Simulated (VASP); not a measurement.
Ru: single point with PBEsol

Crystal: Ru.

```
Ru
1.0
     2.84030    0.00000    0.00000
    -1.42015    2.45977    0.00000
     0.00000    0.00000    3.74210
Ru
2
Direct
  0.33333 0.66667 0.25000
  0.66667 0.33333 0.75000
```

```yaml
Program: VASP 6.6.1
Task: single point
Functional: PBEsol
Potentials_or_basis: VASP PAW PBE potentials, release 64 (Ru_pv)
Cutoff: 520 eV
k_mesh: 18 × 18 × 10
Occupations: gaussian, width 0.15 eV
Spin: no spin polarisation
Dipole_correction: no
Further_INCAR_settings: ALGO = Normal; EDIFF = 1e-07; NBANDS = 21
```

* Pressure: 21.2 GPa
* Band gap on the k mesh: zero (band 14 reaches 15.02 eV, above the bottom of band 15 at 12.24 eV)

Stress tensor (GPa, compression positive):
```
-2.25  0.00  0.00
 0.00 -2.25  0.00
 0.00  0.00 68.05
```

Levels at points of the mesh, in eV from the Fermi level:
| k point | band 10 | band 11 | band 12 | band 13 | band 14 | band 15 | band 16 | band 17 | band 18 | band 19 |
| --- | --- | --- | --- | --- | --- | --- | --- | --- | --- | --- |
| (0.00, 0.00, 0.00) | -3.15 | -2.96 | -2.96 | -1.93 | -1.93 | -0.92 | 1.19 | 1.19 | 3.68 | 10.25 |
| (0.50, 0.00, 0.00) | -4.52 | -2.62 | -1.14 | -0.59 | 0.22 | 1.27 | 2.78 | 3.46 | 5.44 | 10.25 |
| (0.00, 0.00, 0.50) | -3.97 | -3.97 | -3.97 | -1.80 | -1.80 | 0.99 | 0.99 | 0.99 | 0.99 | 10.25 |
| (0.50, 0.00, 0.50) | -4.17 | -1.98 | -1.98 | 0.17 | 0.17 | 0.98 | 0.98 | 3.04 | 3.04 | 10.23 |

It took 33 s on 1 thread of Intel(R) Xeon(R) 6975P-C (Granite Rapids) (shared host), peak memory 0.21 GiB.

Caveat: the PAW data sets were made with another functional, which shifts forces and pressure a little.
